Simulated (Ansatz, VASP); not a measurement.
**One calculation of Hg, two programs**

```
Hg
1.0
     2.95111   -1.76594   -0.02855
     2.95111    1.76594   -0.02855
    -2.05059    0.00000    8.03403
Hg
3
Direct
  0.76622 0.76622 0.33527
  0.23378 0.23378 0.66473
  0.00000 0.00000 0.00000
```

Alike in both runs: functional r2SCAN; k mesh 10 × 10 × 4; occupations gaussian, width 0.02 eV; no spin polarisation.

Ansatz relaxed the structure, and its values are those at the end. VASP's run is a single point on that final structure, the one shown.

|  | VASP | Ansatz |
| --- | --- | --- |
| version | VASP 6.6.1 | Ansatz 0.2.0 |
| potentials or method | VASP PAW PBE potentials, release 64 (Hg), cutoff 520 eV | scalar-relativistic, plane waves, PAW |
| valence electrons in the cell | 36 | 60 |

|  | VASP | Ansatz | Ansatz less VASP |
| --- | --- | --- | --- |
| gap on the k mesh at the Fermi level (eV) | none | none | - |
| pressure (GPa) | 0.1 | 0.0 | -0.17 |

VASP's potentials were made for PBE, not for r2SCAN. A gap of «none» marks a metal or a gap that the smearing closes. VASP's potentials hold 36 valence electrons a cell and Ansatz's 60, so a difference there can come from the potentials and not from the codes.

Spin-orbit coupling is off throughout.
